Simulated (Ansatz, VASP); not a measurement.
## Mg2Sn: VASP beside Ansatz

```xyz
3
Lattice="0.0000 3.3795 3.3795 3.3795 0.0000 3.3795 3.3795 3.3795 0.0000" Properties=species:S:1:pos:R:3 pbc="T T T"
Mg    1.6898    1.6898    1.6898
Mg    5.0693    5.0693    5.0693
Sn    0.0000    0.0000    0.0000
```

Alike in both runs: task single point; functional r2SCAN; k mesh 6 × 6 × 6; occupations gaussian, width 0.05 eV; non-collinear spin, spin-orbit coupling.

|  | VASP | Ansatz |
| --- | --- | --- |
| version | VASP 6.6.1 | Ansatz 0.2.0 |
| potentials or method | VASP PAW PBE potentials, release 64 (Mg, Sn_d), cutoff 660 eV | plane waves, PAW |
| valence electrons in the cell | 18 | 34 |

|  | VASP | Ansatz | Ansatz less VASP |
| --- | --- | --- | --- |
| pressure (GPa) | -0.2 | 0.0 | +0.17 |

VASP's potentials were made for PBE, not for r2SCAN. VASP's potentials hold 18 valence electrons a cell and Ansatz's 34, so a difference there can come from the potentials and not from the codes.
